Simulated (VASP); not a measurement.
## NiO: single point with PBE+U

Crystal: NiO.

```
Ni O
1.0
     2.09546    2.09546    4.16308
     4.16308    2.09546    2.09546
     2.09546    4.16308    2.09546
Ni O
2 2
Cartesian
  0.0000 0.0000 0.0000
  4.1770 4.1770 4.1770
  2.0885 2.0885 2.0885
  6.2655 6.2655 6.2655
```

```
Program             : VASP 6.6.1
Task                : single point
Functional          : PBE
Potentials or basis : VASP PAW PBE potentials, release 64 (Ni, O)
Cutoff              : 520 eV
k mesh              : 8 × 8 × 8
Occupations         : gaussian, width 0.01 eV
Spin                : collinear spin, antiferromagnetic start
Starting moments    : [1.7, -1.7, 0.0, 0.0] μB
Hubbard terms       : Ni d U = 5.0 eV
```

* Pressure: 5.5 GPa
* Band gap on the k mesh: 3.18 eV
* Net moment: 0.00 μB per cell
* Site moments: Ni +1.68, -1.68; O +0.00 μB
* Valence electrons inside the program's atomic spheres: Ni 9.04; O 5.03

Stress tensor (GPa, compression positive):
```
 5.52 -0.70 -0.70
-0.70  5.52 -0.70
-0.70 -0.70  5.52
```

Levels at points of the mesh, in eV from the valence-band top:
Spin up:
| k point | band 14 | band 15 | band 16 | band 17 | band 18 | band 19 |
| --- | --- | --- | --- | --- | --- | --- |
| (0.00, 0.00, 0.00) | -1.02 | -0.82 | -0.82 | 3.42 | 3.92 | 3.92 |
| (0.50, 0.00, 0.00) | -1.46 | -1.12 | -0.56 | 3.79 | 3.84 | 9.23 |
| (0.50, 0.50, 0.00) | -1.49 | -0.71 | -0.55 | 4.09 | 4.27 | 7.27 |
| (0.50, 0.50, 0.50) | -1.52 | 0.00 | 0.00 | 3.72 | 3.72 | 6.11 |
Spin down:
| k point | band 12 | band 13 | band 14 | band 15 | band 16 | band 17 | band 18 | band 19 | band 20 | band 21 |
| --- | --- | --- | --- | --- | --- | --- | --- | --- | --- | --- |
| (0.00, 0.00, 0.00) | -1.09 | -1.02 | -1.02 | -0.82 | -0.82 | 3.42 | 3.92 | 3.92 | 7.36 | 11.85 |
| (0.50, 0.00, 0.00) | -2.07 | -1.57 | -1.46 | -1.12 | -0.56 | 3.79 | 3.84 | 9.23 | 9.48 | 11.29 |
| (0.50, 0.50, 0.00) | -2.40 | -2.17 | -1.49 | -0.71 | -0.55 | 4.09 | 4.27 | 7.27 | 7.96 | 12.00 |
| (0.50, 0.50, 0.50) | -1.67 | -1.52 | -1.52 | 0.00 | 0.00 | 3.72 | 3.72 | 6.11 | 6.23 | 13.35 |

Eigenvalues of the final occupation matrices:
```csv
site,spin,trace,eigenvalues
site 1 d,1,4.99,0.98 0.98 0.98 1.03 1.03
site 1 d,2,3.30,0.18 0.18 0.98 0.98 0.98
site 2 d,1,3.30,0.18 0.18 0.98 0.98 0.98
site 2 d,2,4.99,0.98 0.98 0.98 1.03 1.03
```

Wall time 6.3 min on 1 thread of Intel(R) Xeon(R) Platinum 8259CL CPU @ 2.50GHz (Skylake/Cascade Lake), with other jobs on the host, peak memory 0.34 GiB.

A k mesh can miss the band edges. The state reached can hang on the start; a lower one may exist.
